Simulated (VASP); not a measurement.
# TiGe2As2 (P6/mmm) in VASP: further runs

TiGe2As2 is run at these levels: PBE; tasks: single point.

All numbers are computed with VASP 6.6.1; they aren't measurements. Logs are shortened: lines on timing, memory, paths and dates and some standing lists are left out, and cuts for length are marked.

## Step 1: The cell of the first run

The structure is hexagonal, space group P6/mmm (No. 191). The conventional cell has a = 4.364 Å, b = 4.364 Å, c = 7.046 Å, α = 90.00°, β = 90.00°, γ = 120.00°. Within 3.3 Å of Ti (site symmetry 6/mmm) lie 2 Ge at 2.47 Å. Ge (site symmetry 6mm) has 1 Ge at 2.11 Å and 1 Ti at 2.47 Å and 6 As at 2.73 Å within 2.8 Å. Within 3.3 Å of As (site symmetry -6m2) lie 3 As at 2.52 Å and 6 Ge at 2.73 Å.

The cell was built from a structure type or drawn by symmetry, and may not be a known phase.

## Step 2: Single point, PBE

Contents of INCAR:

```
SYSTEM = TiGe2As2
ALGO = Normal
EDIFF = 1E-6
ENCUT = 520
GGA = PE
ISIF = 2
ISMEAR = 0
LASPH = .TRUE.
LCHARG = .TRUE.
LELF = .TRUE.
LREAL = .FALSE.
LVHAR = .TRUE.
LWAVE = .FALSE.
NBANDS = 33
NELM = 80
PREC = Accurate
SIGMA = 0.1
```

Contents of KPOINTS:

```
k-points
0
G
  6 6 4
  0 0 0
```

Contents of POSCAR:

```
TiGe2As2
1.0
    4.3640309700      0.0000000000      0.0000000000
   -2.1820154800      3.7793616800      0.0000000000
    0.0000000000      0.0000000000      7.0456481100
Ti Ge As
1 2 2
Direct
    0.0000000000      0.0000000000      0.0000000000
    0.0000000000      0.0000000000      0.3501893100
    0.0000000000      0.0000000000      0.6498106900
    0.3333333300      0.6666666700      0.5000000000
    0.6666666700      0.3333333300      0.5000000000
```

Potentials or basis: VASP PAW PBE potentials, release 64 (Ti_sv, Ge_d, As).

Command:

```
> cat potpaw_PBE.64/Ti_sv/POTCAR potpaw_PBE.64/Ge_d/POTCAR potpaw_PBE.64/As/POTCAR > POTCAR
> mpirun -np 1 vasp_std > vasp.out
```

OUTCAR:

```text
SYSTEM = TiGe2As2
   EDIFF = 1E-6
   ENCUT = 520
   GGA = PE
   ISIF = 2
   ISMEAR = 0
   LASPH = .TRUE.
   LREAL = .FALSE.
   NELM = 80
   PREC = Accurate

 ion  position               nearest neighbor table
   1  0.000  0.000  0.000-   2 2.47   3 2.47
   2  0.000  0.000  0.350-   3 2.11   1 2.47   4 2.73   5 2.73   4 2.73   5 2.73   5 2.73   4 2.73

   3  0.000  0.000  0.650-   2 2.11   1 2.47   4 2.73   5 2.73   4 2.73   5 2.73   5 2.73   4 2.73

   4  0.333  0.667  0.500-   5 2.52   5 2.52   5 2.52   2 2.73   3 2.73   3 2.73   2 2.73   3 2.73
                             2 2.73
   5  0.667  0.333  0.500-   4 2.52   4 2.52   4 2.52   2 2.73   3 2.73   2 2.73   3 2.73   2 2.73
                             3 2.73

  LATTYP: Found a hexagonal cell.
 ALAT       =     4.3640309700
 C/A-ratio  =     1.6144816933

  Lattice vectors:

 A1 = (   4.3640309700,   0.0000000000,   0.0000000000)
 A2 = (  -2.1820154800,   3.7793616800,   0.0000000000)
 A3 = (   0.0000000000,   0.0000000000,   7.0456481100)

Analysis of symmetry for initial positions (statically):
=====================================================================
 Subroutine PRICEL returns:
 Original cell was already a primitive cell.

 Routine SETGRP: Setting up the symmetry group for a
 hexagonal supercell.

 Subroutine GETGRP returns: Found 24 space group operations
 (whereof 24 operations were pure point group operations)
 out of a pool of 24 trial point group operations.

The static configuration has the point symmetry D_6h.

Analysis of symmetry for dynamics (positions and initial velocities):
=====================================================================
 Subroutine PRICEL returns:
 Original cell was already a primitive cell.

 Routine SETGRP: Setting up the symmetry group for a
 hexagonal supercell.

 Subroutine GETGRP returns: Found 24 space group operations
 (whereof 24 operations were pure point group operations)
 out of a pool of 24 trial point group operations.

The dynamic configuration has the point symmetry D_6h.

 Subroutine INISYM returns: Found 24 space group operations
 (whereof 24 operations are pure point group operations),
 and found     1 'primitive' translations

----------------------------------------------------------------------------------------

                                     Primitive cell

  volume of cell :     116.2056

  direct lattice vectors                    reciprocal lattice vectors
     4.364030970  0.000000000  0.000000000     0.229145945  0.132297473  0.000000000
    -2.182015480  3.779361680  0.000000000     0.000000000  0.264594946  0.000000000
     0.000000000  0.000000000  7.045648110     0.000000000  0.000000000  0.141931584

  length of vectors
     4.364030970  4.364030965  7.045648110     0.264594946  0.264594946  0.141931584

  position of ions in fractional coordinates (direct lattice)
     0.000000000  0.000000000  0.000000000
     0.000000000  0.000000000  0.350189310
     0.000000000  0.000000000  0.649810690
     0.333333330  0.666666670  0.500000000
     0.666666670  0.333333330  0.500000000

  ion indices of the primitive-cell ions
   primitive index   ion index
                 1           1
                 2           2
                 3           3
                 4           4
                 5           5

----------------------------------------------------------------------------------------

 KPOINTS: k-points

Automatic generation of k-mesh.
 Grid dimensions read from file:
 generate k-points for:    6    6    4

 Generating k-lattice:

  Cartesian coordinates                     Fractional coordinates (reciprocal lattice)
     0.038190991  0.022049579  0.000000000     0.166666667  0.000000000  0.000000000
     0.000000000  0.044099158  0.000000000     0.000000000  0.166666667  0.000000000
     0.000000000  0.000000000  0.035482896     0.000000000  0.000000000  0.250000000

  Length of vectors
     0.044099158  0.044099158  0.035482896

  Shift w.r.t. Gamma in fractional coordinates (k-lattice)
     0.000000000  0.000000000  0.000000000

 Subroutine IBZKPT returns following result:
 ===========================================

 Found     21 irreducible k-points:

 Following reciprocal coordinates:
            Coordinates               Weight
  0.000000  0.000000  0.000000      1.000000
  0.166667  0.000000  0.000000      6.000000
  0.333333  0.000000  0.000000      6.000000
  0.500000  0.000000  0.000000      3.000000
  0.166667  0.166667  0.000000      6.000000
  0.333333  0.166667  0.000000     12.000000
[... 13 lines left out ...]
  0.333333  0.166667  0.500000     12.000000
  0.333333  0.333333  0.500000      2.000000
   k-points           NKPTS =     21   k-points in BZ     NKDIM =     21   number of bands    NBANDS=     33
   number of dos      NEDOS =    301   number of ions     NIONS =      5
   total plane-waves  NPLWV =  55296
   dimension x,y,z NGX =    32 NGY =   32 NGZ =   54
   dimension x,y,z NGXF=    64 NGYF=   64 NGZF=  108
   ions per type =               1   2   2
   NGX,Y,Z   is equivalent  to a cutoff of  12.19, 12.19, 12.74 a.u.
   NGXF,Y,Z  is equivalent  to a cutoff of  24.38, 24.38, 25.48 a.u.
 SYSTEM =  TiGe2As2
   PREC   = accura    normal or accurate (medium, high low for compatibility)
   ISTART =      0    job   : 0-new  1-cont  2-samecut
   ICHARG =      2    charge: 1-file 2-atom 10-const
   ISPIN  =      1    spin polarized calculation?
   LNONCOLLINEAR =      F non collinear calculations
   LSORBIT =      F    spin-orbit coupling
   LASPH  =      T    aspherical Exc in radial PAW
   ENCUT  =  520.0 eV  38.22 Ry    6.18 a.u.   8.11  8.11 13.10*2*pi/ulx,y,z
   NELM   =     80;   NELMIN=  2; NELMDL= -5     # of ELM steps
   EDIFF  = 0.1E-05   stopping-criterion for ELM
   LREAL  =      F    real-space projection
   EDIFFG = 0.1E-04   stopping-criterion for IOM
   NSW    =      0    number of steps for IOM
   IBRION =     -1    ionic relax: 0-MD 1-quasi-New 2-CG
   NFREE  =      0    steps in history (QN), initial steepest desc. (CG)
   ISIF   =      2    stress and relaxation
   ISYM   =      2    0-nonsym 1-usesym 2-fastsym
   POTIM  = 0.5000    time-step for ionic-motion
   TEBEG  =    0.0;   TEEND  =   0.0 temperature during run
   PSTRESS=    0.0 pullay stress
   NELECT =      50.0000    total number of electrons
   NUPDOWN=      -1.0000    fix difference up-down
   EMIN   =  10.00;   EMAX   =-10.00  energy-range for DOS
   EFERMI =   0.00;   METHOD = LEGACY
   ISMEAR =     0;   SIGMA  =   0.10  broadening in eV -4-tet -1-fermi 0-gaus
   EFERMI_NEDOS =   21; number of points for ismear=-14 and -15
   IALGO  =     38    algorithm
   IMIX   =      4    mixing-type and parameters
     AMIX     =   0.40;   BMIX     =  1.00
     AMIX_MAG =   1.60;   BMIX_MAG =  1.00
  volume/ion in A,a.u.               =      23.24       156.84
  Fermi-wavevector in a.u.,A,eV,Ry     =   1.235916  2.335543 20.782754  1.527489
  Thomas-Fermi vector in A             =   2.370546
   LORBIT       =      0    0 simple, 1 ext, 2 COOP (PROOUT), +10 PAW based schemes
   GGA     = PE    functional components
   LHFCALC =     F    Hartree Fock is set to
   AEXX    =    0.0000 exact exchange contribution
   IVDW    =     0    specifies the selected vdW correction
   LEPSILON=     F    determine dielectric tensor
   LRPA    =     F    only Hartree local field effects (RPA)
 non-spin polarized calculation
 Gauss-broadening in eV      SIGMA  =   0.10
  energy-cutoff  :      520.00
  volume of cell :      116.21
 maximum number of plane-waves:      3139
   NGX = 17   NGY = 17   NGZ = 27

 number of electron      49.9999966 magnetization

 Free energy of the ion-electron system (eV)
  ---------------------------------------------------
  ext. energy  EPLUGINS =         0.00000000
  ---------------------------------------------------
  free energy    TOTEN  =       -19.37938599 eV

  energy without entropy =      -19.32276424  energy(sigma->0) =      -19.35107511

 E-fermi :   4.9745     XC(G=0):  -9.6096

 val. band max:        4.9734368203   @ k =   0.3333   0.3333   0.2500
 cond. band min:       4.9829094355   @ k =   0.5000   0.0000   0.2500
 fundamental gap:      0.0094726152
 Fermi energy:         4.9745051352

 k-point     1 :       0.0000    0.0000    0.0000
  band No.  band energies     occupation
      1     -52.6659      2.00000
      2     -29.0764      2.00000
      3     -29.0764      2.00000
      4     -28.6555      2.00000
      5     -20.2123      2.00000
      6     -19.9644      2.00000
[... 25 lines left out ...]
     32       7.7987      0.00000
     33       9.3904      0.00000

 k-point     2 :       0.1667    0.0000    0.0000
  band No.  band energies     occupation
      1     -52.6659      2.00000
      2     -29.0775      2.00000
      3     -29.0767      2.00000
      4     -28.6554      2.00000
      5     -20.2121      2.00000
      6     -19.9661      2.00000
[... 25 lines left out ...]
     32       8.2709      0.00000
     33       9.2997      0.00000

 k-point     3 :       0.3333    0.0000    0.0000
  band No.  band energies     occupation
      1     -52.6658      2.00000
      2     -29.0796      2.00000
      3     -29.0773      2.00000
      4     -28.6551      2.00000
      5     -20.2117      2.00000
      6     -19.9695      2.00000
[... 25 lines left out ...]
     32       7.9369      0.00000
     33       9.3900      0.00000

 k-point     4 :       0.5000    0.0000    0.0000
  band No.  band energies     occupation
      1     -52.6657      2.00000
      2     -29.0807      2.00000
      3     -29.0775      2.00000
      4     -28.6550      2.00000
      5     -20.2114      2.00000
      6     -19.9711      2.00000
[... 565 lines left out ...]
     32       7.2304      0.00000
     33       9.3572      0.00000

 k-point    20 :       0.3333    0.1667    0.5000
  band No.  band energies     occupation
      1     -52.6657      2.00000
      2     -29.0802      2.00000
      3     -29.0781      2.00000
      4     -28.6554      2.00000
      5     -20.1983      2.00000
      6     -19.9712      2.00000
[... 25 lines left out ...]
     32       8.1599      0.00000
     33       8.2527      0.00000

 k-point    21 :       0.3333    0.3333    0.5000
  band No.  band energies     occupation
      1     -52.6657      2.00000
      2     -29.0795      2.00000
      3     -29.0795      2.00000
      4     -28.6554      2.00000
      5     -20.1982      2.00000
      6     -19.9701      2.00000
[... 25 lines left out ...]
     32       7.7697      0.00000
     33       9.3380      0.00000

------------------------ aborting loop because EDIFF is reached ----------------------------------------

  FORCE on cell =-STRESS in cart. coord.  units (eV):
  Direction    XX          YY          ZZ          XY          YZ          ZX
  --------------------------------------------------------------------------------------
  -------------------------------------------------------------------------------------
  Total       11.3754956     11.3754956     16.1075963      0.0000000      0.0000000      0.0000000
  in kB      156.8388616    156.8388614    222.0823730      0.0000002      0.0000000      0.0000000
  external PRESSURE =     178.5866987 kB  Pullay stress =       0.0000000 kB

 VOLUME and BASIS-vectors are now :
 -----------------------------------------------------------------------------
  energy-cutoff  :      520.00
  volume of cell :      116.21
      direct lattice vectors                 reciprocal lattice vectors
     4.364030970  0.000000000  0.000000000     0.229145945  0.132297473  0.000000000
    -2.182015480  3.779361680  0.000000000     0.000000000  0.264594946  0.000000000
     0.000000000  0.000000000  7.045648110     0.000000000  0.000000000  0.141931584

 POSITION                                       TOTAL-FORCE (eV/Angst)
 -----------------------------------------------------------------------------------
      0.00000      0.00000      0.00000        -0.000000     -0.000000      0.000000
      0.00000      0.00000      2.46731        -0.000000     -0.000000     -5.959878
      0.00000      0.00000      4.57834        -0.000000      0.000000      5.959878
     -0.00000      2.51957      3.52282        -0.000000     -0.000000      0.000000
      2.18202      1.25979      3.52282         0.000000     -0.000000      0.000000
 -----------------------------------------------------------------------------------
    total drift:                                0.000000     -0.000000      0.000000

  FREE ENERGIE OF THE ION-ELECTRON SYSTEM (eV)
  ---------------------------------------------------
  free  energy   TOTEN  =       -19.3793859883 eV

  energy  without entropy=      -19.3227642400  energy(sigma->0) =      -19.35107511
```

Wall time 69 s (1 thread of AMD EPYC 7R13 (Zen 3), shared host); peak memory 0.24 GiB.

What came out:

```yaml
Free_energy: -19.3794 eV
Pressure: 17.9 GPa
Largest_force: 5.960 eV/Å
Band_gap_on_the_k_mesh: zero (bands 25 and 26 overlap by 0.46 eV)
```

Forces on the atoms (eV/Å):
```
Ti   0.000  0.000  0.000
Ge   0.000  0.000 -5.960
Ge   0.000  0.000  5.960
As   0.000  0.000  0.000
As   0.000  0.000  0.000
```

Caveat: the cell stands under pressure; forces of over 1 eV/Å act on the atoms, so gaps and moduli don't describe the material at rest.

(Continued in part 2 of 2.)
